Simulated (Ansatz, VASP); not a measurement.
Two plane-wave programs on HfF5

```xyz
6
Lattice="4.1579 0.0000 0.0000 0.0000 3.9624 0.0000 0.0000 0.0000 7.0169" Properties=species:S:1:pos:R:3 pbc="T T T"
Hf    0.0000    1.9812    3.5084
F     0.0000    1.9812    1.4835
F     0.0000    1.9812    5.5334
F     2.0790    1.9812    3.5084
F     0.0000    0.0000    2.4596
F     0.0000    0.0000    4.5573
```

Alike in both runs: functional PBE; k mesh 4 × 4 × 4; occupations gaussian, width 0.1 eV; no spin polarisation.

Ansatz relaxed the structure, and its values are those at the end. VASP's run is a single point on that final structure, the one shown.

```csv
,VASP,Ansatz
version,VASP 6.6.1,Ansatz 0.2.0
potentials or method,"VASP PAW PBE potentials, release 64 (Hf_pv, F), cutoff 520 eV","scalar-relativistic, plane waves, PAW"
valence electrons in the cell,45,61
```

Ansatz gave:

* gap on the k mesh at the Fermi level (eV): none
* pressure (GPa): 0.1
* rms of the force components (eV/Å): 0.003

Task: Estimate VASP's values.

Result: gap on the k mesh at the Fermi level (eV): none; pressure (GPa): -1.3; rms of the force components (eV/Å): 0.062.

A gap of «none» marks a metal or a gap that the smearing closes. VASP's potentials hold 45 valence electrons a cell and Ansatz's 61, so a difference there can come from the potentials and not from the codes.

The k mesh is coarse, so the values compare programs but aren't converged. Neither program's run includes spin-orbit coupling.
